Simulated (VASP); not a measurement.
A run of VASP 6.6.1 is set up as follows.

The input INCAR:

```
SYSTEM = TePt
PREC = Accurate
ENCUT = 520
EDIFF = 1E-6
ISMEAR = 0
SIGMA = 0.15
LREAL = .FALSE.
LASPH = .TRUE.
NELM = 80
ALGO = Normal
ISIF = 2
LWAVE = .FALSE.
LCHARG = .FALSE.
NBANDS = 24
```

File KPOINTS:

```
Automatic mesh
0
G
  12 12 8
  0 0 0
```

The input POSCAR:

```
TePt
1.0
    4.1982985890      0.0000000000      0.0000000000
   -2.0991492945      3.6358332308      0.0000000000
    0.0000000000      0.0000000000      5.5040740097
Te Pt
2 2
Direct
    0.3333333333      0.6666666667      0.2500000000
    0.6666666667      0.3333333333      0.7500000000
    0.0000000000      0.0000000000      0.0000000000
    0.0000000000      0.0000000000      0.5000000000
```

Potentials or basis: VASP PAW LDA potentials, release 64 (Te, Pt).

The run is started by

```console
$ cat potpaw_LDA.64/Te/POTCAR potpaw_LDA.64/Pt/POTCAR > POTCAR
$ mpirun -np 1 vasp_std > vasp.out
```

(1) What does it give for the band gap on the k mesh?

(2) Predict the pressure.

Results:

(1) zero (bands 16 and 17 overlap by 1.42 eV).

(2) 0.3 GPa.

Caveat: spin-orbit coupling is left out, which moves the levels of the heavy elements.
